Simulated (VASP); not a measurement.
# SnO (P1) in VASP: single point with r2SCAN

Aim: the single point of SnO with r2SCAN.

All numbers are computed with VASP 6.6.1; they aren't measurements. Logs are shortened: lines on timing, memory, paths and dates and some standing lists are left out, and cuts for length are marked.

**1. The cell of the first run**

The typed cell holds 4 atoms: a = 3.343 Å, b = 5.641 Å, c = 4.243 Å, α = 89.17°, β = 89.96°, γ = 90.22°.

**2. Single point, r2SCAN (atoms moved at random and the cell strained at random)**

POSCAR

```
SnO
1.0
    3.3433575761     -0.0063770770      0.0010765931
   -0.0107851398      5.6409632544      0.0411591889
    0.0013547949      0.0306256038      4.2429822706
Sn O
2 2
Direct
    0.0005396092      0.2333865036      0.5400299941
    0.4910472629      0.7804956539     -0.0025477725
    0.0269316684      0.8921030059      0.7239736682
    0.4814814595      0.0940148365      0.2385461102
```

INCAR.step1

```
ALGO = Normal
EDIFF = 1E-4
ENCUT = 520
GGA = PE
ISMEAR = 0
LASPH = T
LCHARG = F
LREAL = F
LWAVE = T
NBANDS = 28
NELM = 100
PREC = Accurate
SIGMA = 0.05
```

INCAR.step2

```
ALGO = Normal
EDIFF = 1E-6
ENCUT = 520
ISIF = 2
ISMEAR = 0
ISTART = 1
LASPH = T
LCHARG = F
LMIXTAU = T
LREAL = F
LWAVE = F
METAGGA = R2SCAN
NBANDS = 28
NELM = 100
PREC = Accurate
SIGMA = 0.05
```

KPOINTS

```
k-points
0
Gamma
  8 6 6
```

Potentials or basis: VASP PAW PBE potentials, release 64 (Sn_d, O).

The run is started by

```sh
> cat potpaw_PBE.64/Sn_d/POTCAR potpaw_PBE.64/O/POTCAR > POTCAR
> cp INCAR.step1 INCAR
> mpirun -np 1 vasp_std > vasp.out
> cp INCAR.step2 INCAR
> mpirun -np 1 vasp_std > vasp.out
```

OUTCAR:

```text
EDIFF = 1E-6
   ENCUT = 520
   ISIF = 2
   ISMEAR = 0
   ISTART = 1
   LASPH = T
   LREAL = F
   METAGGA = R2SCAN
   NELM = 100
   PREC = Accurate

 ion  position               nearest neighbor table
   1  0.001  0.233  0.540-   3 2.07   4 2.21   4 2.30   2 3.59   2 3.61
   2  0.491  0.780  0.997-   3 2.03   4 2.06   3 2.22   1 3.59   1 3.61
   3  0.027  0.892  0.724-   2 2.03   1 2.07   2 2.22
   4  0.481  0.094  0.239-   2 2.06   1 2.21   1 2.30

  LATTYP: Found a triclinic cell.
 ALAT       =     6.5464787707
 B/A-ratio  =     0.5107117808
 C/A-ratio  =     0.6481488997
 COS(alpha) =     0.0006275271
 COS(beta)  =     0.0128264084
 COS(gamma) =     0.5074227843

  Lattice vectors:

 A1 = (  -3.3325724363,  -5.6345861774,  -0.0422357820)
 A2 = (  -3.3433575761,   0.0063770770,  -0.0010765931)
 A3 = (  -0.0013547949,  -0.0306256038,  -4.2429822706)

Analysis of symmetry for initial positions (statically):
=====================================================================
 Subroutine PRICEL returns:
 Original cell was already a primitive cell.

 Routine SETGRP: Setting up the symmetry group for a
 triclinic supercell.

 Subroutine GETGRP returns: Found  1 space group operations
 (whereof  1 operations were pure point group operations)
 out of a pool of  2 trial point group operations.

The static configuration has the point symmetry C_1 .

Analysis of symmetry for dynamics (positions and initial velocities):
=====================================================================
 Subroutine PRICEL returns:
 Original cell was already a primitive cell.

 Routine SETGRP: Setting up the symmetry group for a
 triclinic supercell.

 Subroutine GETGRP returns: Found  1 space group operations
 (whereof  1 operations were pure point group operations)
 out of a pool of  2 trial point group operations.

The dynamic configuration has the point symmetry C_1 .

 Subroutine INISYM returns: Found  1 space group operations
 (whereof  1 operations are pure point group operations),
 and found     1 'primitive' translations

----------------------------------------------------------------------------------------

                                     Primitive cell

  volume of cell :      80.0171

  direct lattice vectors                    reciprocal lattice vectors
     3.343357576 -0.006377077  0.001076593     0.299101647  0.000572589 -0.000099637
    -0.010785140  5.640963254  0.041159189     0.000338563  0.177284673 -0.001279739
     0.001354795  0.030625604  4.242982271    -0.000079177 -0.001719901  0.235695724

  length of vectors
     3.343363831  5.641123721  4.243093012     0.299102212  0.177289615  0.235702013

  position of ions in fractional coordinates (direct lattice)
     0.000539609  0.233386504  0.540029994
     0.491047263  0.780495654  0.997452227
     0.026931668  0.892103006  0.723973668
     0.481481460  0.094014837  0.238546110

  ion indices of the primitive-cell ions
   primitive index   ion index
                 1           1
                 2           2
                 3           3
                 4           4

----------------------------------------------------------------------------------------

 KPOINTS: k-points

Automatic generation of k-mesh.
 Grid dimensions read from file:
 generate k-points for:    8    6    6

 Generating k-lattice:

  Cartesian coordinates                     Fractional coordinates (reciprocal lattice)
     0.037387706  0.000071574 -0.000012455     0.125000000  0.000000000  0.000000000
     0.000056427  0.029547445 -0.000213290     0.000000000  0.166666667 -0.000000000
    -0.000013196 -0.000286650  0.039282621     0.000000000 -0.000000000  0.166666667

  Length of vectors
     0.037387777  0.029548269  0.039283669

  Shift w.r.t. Gamma in fractional coordinates (k-lattice)
     0.000000000  0.000000000  0.000000000

 Subroutine IBZKPT returns following result:
 ===========================================

 Found    148 irreducible k-points:

 Following reciprocal coordinates:
            Coordinates               Weight
  0.000000  0.000000  0.000000      1.000000
  0.125000 -0.000000 -0.000000      2.000000
  0.250000 -0.000000 -0.000000      2.000000
  0.375000 -0.000000 -0.000000      2.000000
  0.500000 -0.000000 -0.000000      1.000000
 -0.000000  0.166667 -0.000000      2.000000
[... 16 lines left out ...]
  0.125000  0.500000 -0.000000      2.000000
  0.250000  0.500000 -0.000000      2.000000
 [... further k-points ...]
   k-points           NKPTS =    148   k-points in BZ     NKDIM =    148   number of bands    NBANDS=     28
   number of dos      NEDOS =    301   number of ions     NIONS =      4
   total plane-waves  NPLWV =  37632
   dimension x,y,z NGX =    28 NGY =   42 NGZ =   32
   dimension x,y,z NGXF=    56 NGYF=   84 NGZF=   64
   ions per type =               2   2
   NGX,Y,Z   is equivalent  to a cutoff of  13.92, 12.38, 12.54 a.u.
   NGXF,Y,Z  is equivalent  to a cutoff of  27.85, 24.76, 25.08 a.u.
 SYSTEM =  unknown system
   PREC   = accura    normal or accurate (medium, high low for compatibility)
   ISTART =      1    job   : 0-new  1-cont  2-samecut
   ICHARG =      0    charge: 1-file 2-atom 10-const
   ISPIN  =      1    spin polarized calculation?
   LNONCOLLINEAR =      F non collinear calculations
   LSORBIT =      F    spin-orbit coupling
   LASPH  =      T    aspherical Exc in radial PAW
   ENCUT  =  520.0 eV  38.22 Ry    6.18 a.u.   6.22 10.49  7.89*2*pi/ulx,y,z
   NELM   =    100;   NELMIN=  2; NELMDL=  0     # of ELM steps
   EDIFF  = 0.1E-05   stopping-criterion for ELM
   LREAL  =      F    real-space projection
   EDIFFG = 0.1E-04   stopping-criterion for IOM
   NSW    =      0    number of steps for IOM
   IBRION =     -1    ionic relax: 0-MD 1-quasi-New 2-CG
   NFREE  =      0    steps in history (QN), initial steepest desc. (CG)
   ISIF   =      2    stress and relaxation
   ISYM   =      2    0-nonsym 1-usesym 2-fastsym
   POTIM  = 0.5000    time-step for ionic-motion
   TEBEG  =    0.0;   TEEND  =   0.0 temperature during run
   PSTRESS=    0.0 pullay stress
   NELECT =      40.0000    total number of electrons
   NUPDOWN=      -1.0000    fix difference up-down
   EMIN   =  10.00;   EMAX   =-10.00  energy-range for DOS
   EFERMI =   0.00;   METHOD = LEGACY
   ISMEAR =     0;   SIGMA  =   0.05  broadening in eV -4-tet -1-fermi 0-gaus
   EFERMI_NEDOS =   21; number of points for ismear=-14 and -15
   IALGO  =     38    algorithm
   IMIX   =      4    mixing-type and parameters
     AMIX     =   0.40;   BMIX     =  1.00
     AMIX_MAG =   1.60;   BMIX_MAG =  1.00
  volume/ion in A,a.u.               =      20.00       135.00
  Fermi-wavevector in a.u.,A,eV,Ry     =   1.299273  2.455271 22.968151  1.688111
  Thomas-Fermi vector in A             =   2.430548
   LORBIT       =      0    0 simple, 1 ext, 2 COOP (PROOUT), +10 PAW based schemes
   METAGGA = R2SCAN    functional components
   LHFCALC =     F    Hartree Fock is set to
   AEXX    =    0.0000 exact exchange contribution
   IVDW    =     0    specifies the selected vdW correction
   LEPSILON=     F    determine dielectric tensor
   LRPA    =     F    only Hartree local field effects (RPA)
 non-spin polarized calculation
 Gauss-broadening in eV      SIGMA  =   0.05
  energy-cutoff  :      520.00
  volume of cell :       80.02
 maximum number of plane-waves:      2170
 NGX is ok and might be reduce to    28
   NGX = 13   NGY = 21   NGZ = 15

 number of electron      39.9999988 magnetization

 Free energy of the ion-electron system (eV)
  ---------------------------------------------------
  ext. energy  EPLUGINS =         0.00000000
  ---------------------------------------------------
  free energy    TOTEN  =       -66.31485499 eV

  energy without entropy =      -66.31485499  energy(sigma->0) =      -66.31485499

 E-fermi :   4.9893     XC(G=0): -10.1400

 val. band max:        4.7047362142   @ k =   0.1250  -0.0000  -0.0000
 cond. band min:       6.1407472743   @ k =   0.5000   0.3333   0.1667
 fundamental gap:      1.4360110601
 Fermi energy:         4.9892971450

 k-point     1 :       0.0000    0.0000    0.0000
  band No.  band energies     occupation
      1     -17.4293      2.00000
      2     -16.9459      2.00000
      3     -16.8682      2.00000
      4     -16.7786      2.00000
      5     -16.7573      2.00000
      6     -16.7335      2.00000
[... 20 lines left out ...]
     27      14.2140      0.00000
     28      14.4397      0.00000

 k-point     2 :       0.1250   -0.0000   -0.0000
  band No.  band energies     occupation
      1     -17.4286      2.00000
      2     -16.9353      2.00000
      3     -16.9083      2.00000
      4     -16.7858      2.00000
      5     -16.7534      2.00000
      6     -16.7316      2.00000
[... 20 lines left out ...]
     27      14.3060      0.00000
     28      14.6648      0.00000

 k-point     3 :       0.2500   -0.0000   -0.0000
  band No.  band energies     occupation
      1     -17.4351      2.00000
      2     -17.0408      2.00000
      3     -16.8826      2.00000
      4     -16.8089      2.00000
      5     -16.7417      2.00000
      6     -16.7292      2.00000
[... 20 lines left out ...]
     27      13.9404      0.00000
     28      14.8724      0.00000

 k-point     4 :       0.3750   -0.0000   -0.0000
  band No.  band energies     occupation
      1     -17.4533      2.00000
      2     -17.1481      2.00000
      3     -16.8504      2.00000
      4     -16.8223      2.00000
      5     -16.7529      2.00000
      6     -16.7107      2.00000
[... 578 lines left out ...]
     27      14.7828      0.00000
     28      15.2410      0.00000

 k-point    23 :       0.1250    0.5000   -0.0000
  band No.  band energies     occupation
      1     -17.4222      2.00000
      2     -16.9352      2.00000
      3     -16.9096      2.00000
      4     -16.7874      2.00000
      5     -16.7519      2.00000
      6     -16.7278      2.00000
[... 20 lines left out ...]
     27      14.1725      0.00000
     28      15.4690      0.00000

 k-point    24 :       0.2500    0.5000   -0.0000
  band No.  band energies     occupation
      1     -17.4322      2.00000
      2     -17.0439      2.00000
      3     -16.8828      2.00000
      4     -16.8107      2.00000
      5     -16.7403      2.00000
      6     -16.7233      2.00000
[... 20 lines left out ...]
     27      14.4155      0.00000
     28      15.4815      0.00000

 [... further k-points ...]
[... 5 lines left out ...]
  --------------------------------------------------------------------------------------
  -------------------------------------------------------------------------------------
  Total       -0.6994674      1.3586283     -0.4531055     -0.1608046     -1.9616754      0.6314038
  in kB      -14.0053918     27.2037285     -9.0725027     -3.2197806    -39.2785029     12.6425589
  external PRESSURE =       1.3752780 kB  Pullay stress =       0.0000000 kB

 VOLUME and BASIS-vectors are now :
 -----------------------------------------------------------------------------
  energy-cutoff  :      520.00
  volume of cell :       80.02
      direct lattice vectors                 reciprocal lattice vectors
     3.343357576 -0.006377077  0.001076593     0.299101647  0.000572589 -0.000099637
    -0.010785140  5.640963254  0.041159189     0.000338563  0.177284673 -0.001279739
     0.001354795  0.030625604  4.242982271    -0.000079177 -0.001719901  0.235695724

 POSITION                                       TOTAL-FORCE (eV/Angst)
 -----------------------------------------------------------------------------------
      0.00002      1.33306      2.30094        -0.040668     -0.432501     -1.377052
      1.63468      4.43016      4.26483         0.744270     -0.963658      0.613501
      0.08140      5.05432      3.10855        -1.060192      0.291527      0.045914
      1.60907      0.53457      1.01653         0.356589      1.104633      0.717636
 -----------------------------------------------------------------------------------
    total drift:                               -0.000198     -0.000686     -0.001598

  FREE ENERGIE OF THE ION-ELECTRON SYSTEM (eV)
  ---------------------------------------------------
  free  energy   TOTEN  =       -66.3148549906 eV

  energy  without entropy=      -66.3148549906  energy(sigma->0) =      -66.31485499
```

Run time: 25 min. Hardware: 1 thread of Oxide Virtual Turin-like, shared host; peak memory 0.35 GiB.

What came out:

* Free energy: -66.3149 eV
* Pressure: 0.1 GPa
* Largest force: 1.444 eV/Å
* Band gap on the k mesh: 1.44 eV, indirect (least direct gap 1.84 eV)

Forces on the atoms (eV/Å):
```
Sn  -0.041 -0.433 -1.377
Sn   0.744 -0.964  0.614
O   -1.060  0.292  0.046
O    0.357  1.105  0.718
```

Stress tensor (GPa, compression positive):
```
-1.40 -0.32  1.26
-0.32  2.72 -3.93
 1.26 -3.93 -0.91
```

Levels at points of the mesh, in eV from the valence-band top:
| k point | band 17 | band 18 | band 19 | band 20 | band 21 | band 22 | band 23 | band 24 |
| --- | --- | --- | --- | --- | --- | --- | --- | --- |
| (0.00, 0.00, 0.00) | -3.79 | -2.63 | -2.20 | 0.00 | 2.97 | 3.65 | 6.12 | 6.90 |
| (0.50, 0.00, 0.00) | -3.22 | -2.59 | -1.50 | -1.06 | 2.14 | 3.24 | 5.77 | 6.52 |
| (0.00, 0.50, 0.00) | -3.87 | -2.65 | -1.93 | -1.40 | 3.68 | 4.28 | 5.40 | 5.85 |
| (0.50, 0.50, 0.00) | -3.29 | -2.67 | -1.18 | -0.66 | 1.63 | 2.60 | 6.12 | 7.13 |
| (0.00, 0.00, 0.50) | -3.31 | -2.97 | -2.18 | -1.66 | 2.98 | 3.31 | 5.57 | 6.06 |
| (0.50, 0.00, 0.50) | -3.52 | -3.00 | -1.42 | -0.73 | 1.94 | 2.72 | 4.72 | 4.92 |
| (0.00, 0.50, 0.50) | -2.98 | -2.91 | -1.98 | -1.29 | 2.09 | 2.41 | 6.34 | 7.13 |
| (0.50, 0.50, 0.50) | -3.73 | -3.28 | -0.79 | -0.22 | 2.30 | 2.67 | 4.63 | 4.93 |

Caveat: the cell differs from its parent crystal (atoms moved at random and the cell strained at random); the PAW data sets were made with another functional, which shifts forces and pressure a little; spin-orbit coupling is left out, which moves the levels of the heavy elements. A k mesh can miss the band edges.
